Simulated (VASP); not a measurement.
# ZnBi3 in VASP: notebook

The runs below take ZnBi3 through single point, with PBEsol, PBE.

Everything below comes from runs of VASP 6.6.1. Logs are shortened: lines on timing, memory, paths and dates and some standing lists are left out, and cuts for length are marked.

**1. The cell of the first run**

It takes space group Pm-3m (No. 221, cubic). Conventional cell: a = 4.873 Å, b = 4.873 Å, c = 4.873 Å, α = 90.00°, β = 90.00°, γ = 90.00°. Within 4.5 Å of Zn (site symmetry m-3m) lie 12 Bi at 3.45 Å. Within 4.5 Å of Bi (site symmetry 4/mmm) lie 4 Zn at 3.45 Å and 8 Bi at 3.45 Å.

**2. Single point, PBEsol**

Contents of INCAR:

```
ALGO = Normal
EDIFF = 1E-7
ENCUT = 520
GGA = PS
ISIF = 2
ISMEAR = 0
LASPH = True
LCHARG = False
LREAL = False
LWAVE = False
NBANDS = 36
NELM = 100
PREC = Accurate
SIGMA = 0.1
```

Contents of KPOINTS:

```
k-points
0
Gamma
  4 4 4
```

Contents of POSCAR:

```
ZnBi3
1.0
    4.8731640000      0.0000000000      0.0000000000
    0.0000000000      4.8731640000      0.0000000000
    0.0000000000      0.0000000000      4.8731640000
Zn Bi
1 3
Direct
    0.0000000000      0.0000000000      0.0000000000
    0.0000000000      0.5000000000      0.5000000000
    0.5000000000      0.0000000000      0.5000000000
    0.5000000000      0.5000000000      0.0000000000
```

Potentials or basis: VASP PAW PBE potentials, release 64 (Zn, Bi_d).

Started as:

```bash
> cat potpaw_PBE.64/Zn/POTCAR potpaw_PBE.64/Bi_d/POTCAR > POTCAR
> mpirun -np 1 vasp_std > vasp.out
```

OUTCAR:

```text
EDIFF = 1E-7
   ENCUT = 520
   GGA = PS
   ISIF = 2
   ISMEAR = 0
   LASPH = True
   LREAL = False
   NELM = 100
   PREC = Accurate

 ion  position               nearest neighbor table
   1  0.000  0.000  0.000-   2 3.45   3 3.45   4 3.45   2 3.45   3 3.45   2 3.45   4 3.45   2 3.45
                             3 3.45   4 3.45   3 3.45   4 3.45
   2  0.000  0.500  0.500-   1 3.45   3 3.45   4 3.45   1 3.45   4 3.45   1 3.45   3 3.45   1 3.45
                             3 3.45   4 3.45   4 3.45   3 3.45
   3  0.500  0.000  0.500-   1 3.45   2 3.45   4 3.45   1 3.45   4 3.45   2 3.45   4 3.45   4 3.45
                             1 3.45   2 3.45   1 3.45   2 3.45
   4  0.500  0.500  0.000-   1 3.45   2 3.45   3 3.45   2 3.45   3 3.45   1 3.45   3 3.45   3 3.45
                             1 3.45   2 3.45   2 3.45   1 3.45

  LATTYP: Found a simple cubic cell.
 ALAT       =     4.8731640000

  Lattice vectors:

 A1 = (   4.8731640000,   0.0000000000,   0.0000000000)
 A2 = (   0.0000000000,   4.8731640000,   0.0000000000)
 A3 = (   0.0000000000,   0.0000000000,   4.8731640000)

Analysis of symmetry for initial positions (statically):
=====================================================================
 Subroutine PRICEL returns:
 Original cell was already a primitive cell.

 Routine SETGRP: Setting up the symmetry group for a
 simple cubic supercell.

 Subroutine GETGRP returns: Found 48 space group operations
 (whereof 48 operations were pure point group operations)
 out of a pool of 48 trial point group operations.

The static configuration has the point symmetry O_h .

Analysis of symmetry for dynamics (positions and initial velocities):
=====================================================================
 Subroutine PRICEL returns:
 Original cell was already a primitive cell.

 Routine SETGRP: Setting up the symmetry group for a
 simple cubic supercell.

 Subroutine GETGRP returns: Found 48 space group operations
 (whereof 48 operations were pure point group operations)
 out of a pool of 48 trial point group operations.

The dynamic configuration has the point symmetry O_h .

 Subroutine INISYM returns: Found 48 space group operations
 (whereof 48 operations are pure point group operations),
 and found     1 'primitive' translations

----------------------------------------------------------------------------------------

                                     Primitive cell

  volume of cell :     115.7266

  direct lattice vectors                    reciprocal lattice vectors
     4.873164000  0.000000000  0.000000000     0.205205489  0.000000000  0.000000000
     0.000000000  4.873164000  0.000000000     0.000000000  0.205205489  0.000000000
     0.000000000  0.000000000  4.873164000     0.000000000  0.000000000  0.205205489

  length of vectors
     4.873164000  4.873164000  4.873164000     0.205205489  0.205205489  0.205205489

  position of ions in fractional coordinates (direct lattice)
     0.000000000  0.000000000  0.000000000
     0.000000000  0.500000000  0.500000000
     0.500000000  0.000000000  0.500000000
     0.500000000  0.500000000  0.000000000

  ion indices of the primitive-cell ions
   primitive index   ion index
                 1           1
                 2           2
                 3           3
                 4           4

----------------------------------------------------------------------------------------

 KPOINTS: k-points

Automatic generation of k-mesh.
 Grid dimensions read from file:
 generate k-points for:    4    4    4

 Generating k-lattice:

  Cartesian coordinates                     Fractional coordinates (reciprocal lattice)
     0.051301372  0.000000000  0.000000000     0.250000000  0.000000000  0.000000000
     0.000000000  0.051301372  0.000000000     0.000000000  0.250000000  0.000000000
     0.000000000  0.000000000  0.051301372     0.000000000  0.000000000  0.250000000

  Length of vectors
     0.051301372  0.051301372  0.051301372

  Shift w.r.t. Gamma in fractional coordinates (k-lattice)
     0.000000000  0.000000000  0.000000000

 Subroutine IBZKPT returns following result:
 ===========================================

 Found     10 irreducible k-points:

 Following reciprocal coordinates:
            Coordinates               Weight
  0.000000  0.000000  0.000000      1.000000
  0.250000  0.000000  0.000000      6.000000
  0.500000  0.000000  0.000000      3.000000
  0.250000  0.250000  0.000000     12.000000
  0.500000  0.250000  0.000000     12.000000
  0.500000  0.500000  0.000000      3.000000
  0.250000  0.250000  0.250000      8.000000
  0.500000  0.250000  0.250000     12.000000
  0.500000  0.500000  0.250000      6.000000
  0.500000  0.500000  0.500000      1.000000
   k-points           NKPTS =     10   k-points in BZ     NKDIM =     10   number of bands    NBANDS=     36
   number of dos      NEDOS =    301   number of ions     NIONS =      4
   total plane-waves  NPLWV =  46656
   dimension x,y,z NGX =    36 NGY =   36 NGZ =   36
   dimension x,y,z NGXF=    72 NGYF=   72 NGZF=   72
   ions per type =               1   3
   NGX,Y,Z   is equivalent  to a cutoff of  12.28, 12.28, 12.28 a.u.
   NGXF,Y,Z  is equivalent  to a cutoff of  24.56, 24.56, 24.56 a.u.
 SYSTEM =  unknown system
   PREC   = accura    normal or accurate (medium, high low for compatibility)
   ISTART =      0    job   : 0-new  1-cont  2-samecut
   ICHARG =      2    charge: 1-file 2-atom 10-const
   ISPIN  =      1    spin polarized calculation?
   LNONCOLLINEAR =      F non collinear calculations
   LSORBIT =      F    spin-orbit coupling
   LASPH  =      T    aspherical Exc in radial PAW
   ENCUT  =  520.0 eV  38.22 Ry    6.18 a.u.   9.06  9.06  9.06*2*pi/ulx,y,z
   NELM   =    100;   NELMIN=  2; NELMDL= -5     # of ELM steps
   EDIFF  = 0.1E-06   stopping-criterion for ELM
   LREAL  =      F    real-space projection
   EDIFFG = 0.1E-05   stopping-criterion for IOM
   NSW    =      0    number of steps for IOM
   IBRION =     -1    ionic relax: 0-MD 1-quasi-New 2-CG
   NFREE  =      0    steps in history (QN), initial steepest desc. (CG)
   ISIF   =      2    stress and relaxation
   ISYM   =      2    0-nonsym 1-usesym 2-fastsym
   POTIM  = 0.5000    time-step for ionic-motion
   TEBEG  =    0.0;   TEEND  =   0.0 temperature during run
   PSTRESS=    0.0 pullay stress
   NELECT =      57.0000    total number of electrons
   NUPDOWN=      -1.0000    fix difference up-down
   EMIN   =  10.00;   EMAX   =-10.00  energy-range for DOS
   EFERMI =   0.00;   METHOD = LEGACY
   ISMEAR =     0;   SIGMA  =   0.10  broadening in eV -4-tet -1-fermi 0-gaus
   EFERMI_NEDOS =   21; number of points for ismear=-14 and -15
   IALGO  =     38    algorithm
   IMIX   =      4    mixing-type and parameters
     AMIX     =   0.40;   BMIX     =  1.00
     AMIX_MAG =   1.60;   BMIX_MAG =  1.00
  volume/ion in A,a.u.               =      28.93       195.24
  Fermi-wavevector in a.u.,A,eV,Ry     =   1.292872  2.443173 22.742372  1.671517
  Thomas-Fermi vector in A             =   2.424553
   LORBIT       =      0    0 simple, 1 ext, 2 COOP (PROOUT), +10 PAW based schemes
   GGA     = PS    functional components
   LHFCALC =     F    Hartree Fock is set to
   AEXX    =    0.0000 exact exchange contribution
   IVDW    =     0    specifies the selected vdW correction
   LEPSILON=     F    determine dielectric tensor
   LRPA    =     F    only Hartree local field effects (RPA)
 non-spin polarized calculation
 Gauss-broadening in eV      SIGMA  =   0.10
  energy-cutoff  :      520.00
  volume of cell :      115.73
 maximum number of plane-waves:      3136
   NGX = 19   NGY = 19   NGZ = 19

 number of electron      57.0000006 magnetization

 Free energy of the ion-electron system (eV)
  ---------------------------------------------------
  ext. energy  EPLUGINS =         0.00000000
  ---------------------------------------------------
  free energy    TOTEN  =       -13.57750824 eV

  energy without entropy =      -13.55301317  energy(sigma->0) =      -13.56526070

 E-fermi :   6.3097     XC(G=0): -10.3115

 val. band max:        6.1510901892   @ k =   0.2500   0.2500   0.2500
 cond. band min:       6.3675398420   @ k =   0.2500   0.0000   0.0000
 fundamental gap:      0.2164496529
 Fermi energy:         6.3096859049

 k-point     1 :       0.0000    0.0000    0.0000
  band No.  band energies     occupation
      1     -16.6304      2.00000
      2     -16.6304      2.00000
      3     -16.6304      2.00000
      4     -16.6009      2.00000
      5     -16.5379      2.00000
      6     -16.5379      2.00000
[... 28 lines left out ...]
     35      11.5321      0.00000
     36      11.5321      0.00000

 k-point     2 :       0.2500    0.0000    0.0000
  band No.  band energies     occupation
      1     -16.6265      2.00000
      2     -16.5942      2.00000
      3     -16.5942      2.00000
      4     -16.5798      2.00000
      5     -16.5358      2.00000
      6     -16.5188      2.00000
[... 28 lines left out ...]
     35      12.3798      0.00000
     36      12.4609      0.00000

 k-point     3 :       0.5000    0.0000    0.0000
  band No.  band energies     occupation
      1     -16.6224      2.00000
      2     -16.5483      2.00000
      3     -16.5323      2.00000
      4     -16.5156      2.00000
      5     -16.5156      2.00000
      6     -16.4973      2.00000
[... 28 lines left out ...]
     35      11.3092      0.00000
     36      11.3092      0.00000
[... 196 lines left out ...]
 k-point     9 :       0.5000    0.5000    0.2500
  band No.  band energies     occupation
      1     -16.5641      2.00000
      2     -16.5641      2.00000
      3     -16.5528      2.00000
      4     -16.5420      2.00000
      5     -16.5420      2.00000
      6     -16.5353      2.00000
[... 28 lines left out ...]
     35      12.6782      0.00000
     36      12.6782      0.00000

 k-point    10 :       0.5000    0.5000    0.5000
  band No.  band energies     occupation
      1     -16.5674      2.00000
      2     -16.5674      2.00000
      3     -16.5674      2.00000
      4     -16.5602      2.00000
      5     -16.5602      2.00000
      6     -16.5602      2.00000
[... 28 lines left out ...]
     35      13.3057      0.00000
     36      13.3057      0.00000

------------------------ aborting loop because EDIFF is reached ----------------------------------------

  FORCE on cell =-STRESS in cart. coord.  units (eV):
  Direction    XX          YY          ZZ          XY          YZ          ZX
  --------------------------------------------------------------------------------------
  -------------------------------------------------------------------------------------
  Total       -1.5661075     -1.5661075     -1.5661075     -0.0000000     -0.0000000      0.0000000
  in kB      -21.6819865    -21.6819865    -21.6819865     -0.0000000     -0.0000000      0.0000000
  external PRESSURE =     -21.6819865 kB  Pullay stress =       0.0000000 kB

 VOLUME and BASIS-vectors are now :
 -----------------------------------------------------------------------------
  energy-cutoff  :      520.00
  volume of cell :      115.73
      direct lattice vectors                 reciprocal lattice vectors
     4.873164000  0.000000000  0.000000000     0.205205489  0.000000000  0.000000000
     0.000000000  4.873164000  0.000000000     0.000000000  0.205205489  0.000000000
     0.000000000  0.000000000  4.873164000     0.000000000  0.000000000  0.205205489

 POSITION                                       TOTAL-FORCE (eV/Angst)
 -----------------------------------------------------------------------------------
      0.00000      0.00000      0.00000         0.000000      0.000000      0.000000
      0.00000      2.43658      2.43658         0.000000      0.000000      0.000000
      2.43658      0.00000      2.43658         0.000000      0.000000      0.000000
      2.43658      2.43658      0.00000         0.000000      0.000000      0.000000
 -----------------------------------------------------------------------------------
    total drift:                                0.000000      0.000000      0.000000

  FREE ENERGIE OF THE ION-ELECTRON SYSTEM (eV)
  ---------------------------------------------------
  free  energy   TOTEN  =       -13.5775082397 eV

  energy  without entropy=      -13.5530131656  energy(sigma->0) =      -13.56526070
```

Run time: 18 s. Hardware: 1 thread of Intel Xeon 6975P-C (Granite Rapids), shared host; peak memory 0.21 GiB.

What came out:

```yaml
Free_energy: -13.5775 eV
Pressure: -2.2 GPa
Band_gap_on_the_k_mesh: zero (an odd number of electrons rules out a gap without spin polarisation)
```

Levels at points of the mesh, in eV from the Fermi level:
| k point | band 25 | band 26 | band 27 | band 28 | band 29 | band 30 | band 31 | band 32 |
| --- | --- | --- | --- | --- | --- | --- | --- | --- |
| (0.00, 0.00, 0.00) | -3.83 | -3.83 | -2.22 | 0.96 | 0.96 | 0.96 | 2.34 | 2.34 |
| (0.50, 0.00, 0.00) | -2.52 | -2.52 | -1.31 | -1.31 | -0.50 | -0.50 | 2.53 | 2.66 |
| (0.50, 0.50, 0.00) | -2.68 | -1.27 | -1.27 | -0.92 | -0.55 | -0.55 | 0.46 | 2.35 |
| (0.50, 0.50, 0.50) | -4.33 | -4.33 | -4.33 | -2.91 | 3.93 | 3.93 | 4.31 | 4.31 |

Caveat: the PAW data sets were made with another functional, which shifts forces and pressure a little; spin-orbit coupling is left out, which moves the levels of the heavy elements.

**3. Single point, PBE (strained)**

Contents of INCAR:

```
PREC     = Accurate       # precision mode
ENCUT    = 520            # plane-wave cutoff, eV
EDIFF    = 1E-6           # SCF threshold, eV
ISMEAR   = 0              # smearing method
SIGMA    = 0.1            # smearing width, eV
LREAL    = F              # projectors in reciprocal space
LASPH    = T              # aspherical terms in the spheres
NELM     = 60             # most SCF steps
ALGO     = Fast           # electronic algorithm
ISIF     = 2              # what is computed and relaxed
LWAVE    = F              # write WAVECAR
LCHARG   = F              # write CHGCAR
GGA      = PE             # functional
NBANDS   = 36             # bands
```

Contents of KPOINTS:

```
Automatic mesh
0
Gamma
  10 10 10
```

Contents of POSCAR:

```
ZnBi3
1.0
    4.7613736178      0.0000000000      0.0000000000
    0.0000000000      4.7613736178      0.0000000000
    0.0000000000      0.0000000000      4.7613736178
Zn Bi
1 3
Direct
    0.0000000000      0.0000000000      0.0000000000
    0.0000000000      0.5000000000      0.5000000000
    0.5000000000      0.0000000000      0.5000000000
    0.5000000000      0.5000000000      0.0000000000
```

Potentials or basis: VASP PAW PBE potentials, release 64 (Zn, Bi_d).

Started as:

```bash
> cat potpaw_PBE.64/Zn/POTCAR potpaw_PBE.64/Bi_d/POTCAR > POTCAR
> mpirun -np 1 vasp_std > vasp.out
```

Run time: 4.2 min. Hardware: 1 thread of Intel Xeon 8259CL, shared host; peak memory 0.33 GiB.

The run converged. Its results:

* Free energy: -11.9151 eV
* Pressure: 4.1 GPa
* Band gap on the k mesh: zero (an odd number of electrons rules out a gap without spin polarisation)

Levels at points of the mesh, in eV from the Fermi level:
| k point | band 24 | band 25 | band 26 | band 27 | band 28 | band 29 | band 30 | band 31 | band 32 | band 33 |
| --- | --- | --- | --- | --- | --- | --- | --- | --- | --- | --- |
| (0.00, 0.00, 0.00) | -4.15 | -4.15 | -4.15 | -2.35 | 1.02 | 1.02 | 1.02 | 2.39 | 2.39 | 2.39 |
| (0.50, 0.00, 0.00) | -3.64 | -2.71 | -2.71 | -1.48 | -1.48 | -0.60 | -0.52 | 2.82 | 2.87 | 2.87 |
| (0.50, 0.50, 0.00) | -5.72 | -2.75 | -1.33 | -1.33 | -1.00 | -0.62 | -0.62 | 0.47 | 2.21 | 4.14 |
| (0.50, 0.50, 0.50) | -5.90 | -4.72 | -4.72 | -4.72 | -3.16 | 4.30 | 4.30 | 4.72 | 4.72 | 4.72 |

Caveat: the cell differs from its parent crystal (strained); the cell stands under pressure; spin-orbit coupling is left out, which moves the levels of the heavy elements.

**4. Single point, PBEsol (strained)**

Contents of INCAR:

```
PREC = Accurate ; ENCUT = 520
EDIFF = 1E-7 ; ISMEAR = 0
SIGMA = 0.1 ; LREAL = F
LASPH = T ; NELM = 60
ALGO = Fast ; ISIF = 2
LWAVE = F ; LCHARG = F
GGA = PS ; NBANDS = 36
```

KPOINTS is that of step 3.

Contents of POSCAR:

```
ZnBi3
1.0
    4.7720458470      0.0000000000      0.0000000000
    0.0000000000      4.7720458470      0.0000000000
    0.0000000000      0.0000000000      4.7720458470
Zn Bi
1 3
Direct
    0.0000000000      0.0000000000      0.0000000000
    0.0000000000      0.5000000000      0.5000000000
    0.5000000000      0.0000000000      0.5000000000
    0.5000000000      0.5000000000      0.0000000000
```

Started as:

```bash
> cat potpaw_PBE.64/Zn/POTCAR potpaw_PBE.64/Bi_d/POTCAR > POTCAR
> mpirun -np 1 vasp_std > vasp.out
```

Wall time 5 min (1 thread of Intel Xeon 8259CL, shared host); peak memory 0.33 GiB.

The run converged. Its results:

- Free energy: -13.7410 eV
- Pressure: 0.5 GPa
- Band gap on the k mesh: zero (an odd number of electrons rules out a gap without spin polarisation)

Levels at points of the mesh, in eV from the Fermi level:
```tsv
k point	band 25	band 26	band 27	band 28	band 29	band 30	band 31	band 32
(0.00, 0.00, 0.00)	-4.12	-4.12	-2.34	1.02	1.02	1.02	2.38	2.38
(0.50, 0.00, 0.00)	-2.69	-2.69	-1.47	-1.47	-0.59	-0.52	2.79	2.85
(0.50, 0.50, 0.00)	-2.74	-1.33	-1.33	-0.98	-0.61	-0.61	0.47	2.22
(0.50, 0.50, 0.50)	-4.69	-4.69	-4.69	-3.14	4.26	4.26	4.68	4.68
```

Caveat: the cell differs from its parent crystal (strained); the PAW data sets were made with another functional, which shifts forces and pressure a little; spin-orbit coupling is left out, which moves the levels of the heavy elements.

**5. Single point, PBEsol (strained)**

Contents of INCAR:

```
PREC = Accurate
ENCUT = 520
EDIFF = 1E-6
ISMEAR = 0
SIGMA = 0.1
LREAL = False
LASPH = True
NELM = 80
ALGO = Fast
ISIF = 2
LWAVE = False
LCHARG = True
GGA = PS
LELF = True
LVHAR = True
NBANDS = 36
```

Contents of KPOINTS:

```
regular mesh
0
Gamma
  10 10 10
```

Contents of POSCAR:

```
ZnBi3
1.0
    5.0750104529      0.0000000000      0.0000000000
    0.0000000000      5.0750104529      0.0000000000
    0.0000000000      0.0000000000      5.0750104529
Zn Bi
1 3
Direct
    0.0000000000      0.0000000000      0.0000000000
    0.0000000000      0.5000000000      0.5000000000
    0.5000000000      0.0000000000      0.5000000000
    0.5000000000      0.5000000000      0.0000000000
```

Started as:

```bash
> cat potpaw_PBE.64/Zn/POTCAR potpaw_PBE.64/Bi_d/POTCAR > POTCAR
> mpirun -np 1 vasp_std > vasp.out
```

Wall time 6.3 min (1 thread of Intel Xeon 8259CL, shared host); peak memory 0.38 GiB.

It converged, with:

```yaml
Free_energy: -13.2330 eV
Pressure: -6.7 GPa
Band_gap_on_the_k_mesh: zero (an odd number of electrons rules out a gap without spin polarisation)
```

Levels at points of the mesh, in eV from the Fermi level:
| k point | band 26 | band 27 | band 28 | band 29 | band 30 | band 31 |
| --- | --- | --- | --- | --- | --- | --- |
| (0.00, 0.00, 0.00) | -3.29 | -2.21 | 0.86 | 0.86 | 0.86 | 2.20 |
| (0.50, 0.00, 0.00) | -2.17 | -1.07 | -1.07 | -0.43 | -0.37 | 2.00 |
| (0.50, 0.50, 0.00) | -1.18 | -1.18 | -0.73 | -0.45 | -0.45 | 0.28 |
| (0.50, 0.50, 0.50) | -3.73 | -3.73 | -2.72 | 3.40 | 3.40 | 3.66 |

Caveat: the cell differs from its parent crystal (strained); the cell stands under tension; the PAW data sets were made with another functional, which shifts forces and pressure a little; spin-orbit coupling is left out, which moves the levels of the heavy elements.

[end of part 1 of 2]
